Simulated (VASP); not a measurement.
# Zn4SeO3: single point with PBE

Zn4SeO3:

```
Zn Se O
1.0
     4.88664    0.00021    0.00006
     0.00024    4.90371   -0.00054
     0.00006   -0.00052    4.88585
Zn Se O
4 1 3
Cartesian
  1.3567 1.3602 1.3557
  1.3564 3.5431 3.5294
  3.5310 1.3601 3.5297
  3.5304 3.5432 1.3555
  -0.0003 0.0001 0.0003
  2.4433 2.4514 4.8856
  2.4435 4.9036 2.4426
  4.8867 2.4519 2.4426
```

```yaml
Program: VASP 6.6.1
Task: single point
Functional: PBE
Potentials_or_basis: VASP PAW PBE potentials, release 64 (Zn, Se, O)
Cutoff: 520 eV
k_mesh: 4 × 4 × 4
Occupations: gaussian, width 0.2 eV
Spin: no spin polarisation
```

```
Pressure               : 0.6 GPa
Largest force          : 0.006 eV/Å
Band gap on the k mesh : zero (filled and empty bands touch)
```

Forces in eV/Å, atoms in the order of the input:
```
Zn  -0.005 -0.003 -0.002
Zn  -0.004  0.004  0.003
Zn   0.002 -0.002  0.002
Zn   0.005  0.004 -0.002
Se   0.001 -0.002  0.000
O    0.001  0.000 -0.001
O    0.000  0.000 -0.001
O    0.001  0.000  0.000
```

Stress tensor (GPa, compression positive):
```
0.60 0.00 0.00
0.00 0.47 0.01
0.00 0.01 0.61
```

Levels at points of the mesh, in eV from the Fermi level:
```
           k point  band 32  band 33  band 34  band 35  band 36  band 37  band 38  band 39  band 40  band 41
(0.00, 0.00, 0.00)    -2.17    -2.17    -0.22    -0.12    -0.11    -0.11     4.27     4.27     4.49     6.49
(0.50, 0.00, 0.00)    -2.18    -1.74    -1.74    -0.71    -0.71     2.28     3.78     5.85     6.65     6.69
(0.00, 0.50, 0.00)    -2.20    -1.74    -1.74    -0.70    -0.70     2.27     3.77     5.83     6.67     6.67
(0.50, 0.50, 0.00)    -1.85    -1.80    -1.34    -0.66    -0.66     3.30     5.32     5.34     5.88     6.24
(0.00, 0.00, 0.50)    -2.18    -1.74    -1.74    -0.71    -0.71     2.28     3.78     5.85     6.65     6.69
(0.50, 0.00, 0.50)    -1.86    -1.79    -1.34    -0.64    -0.64     3.31     5.34     5.34     5.88     6.26
(0.00, 0.50, 0.50)    -1.85    -1.80    -1.34    -0.66    -0.66     3.30     5.32     5.34     5.88     6.24
(0.50, 0.50, 0.50)    -1.35    -1.34    -0.32    -0.31    -0.31     3.21     3.22     3.22     4.87     7.11
```

Wall time 5.5 min on 1 thread of Intel Xeon 8259CL, with other jobs on the host, peak memory 0.3 GiB.

Caveat: semilocal functionals underestimate gaps, so a narrow gap can read as zero.
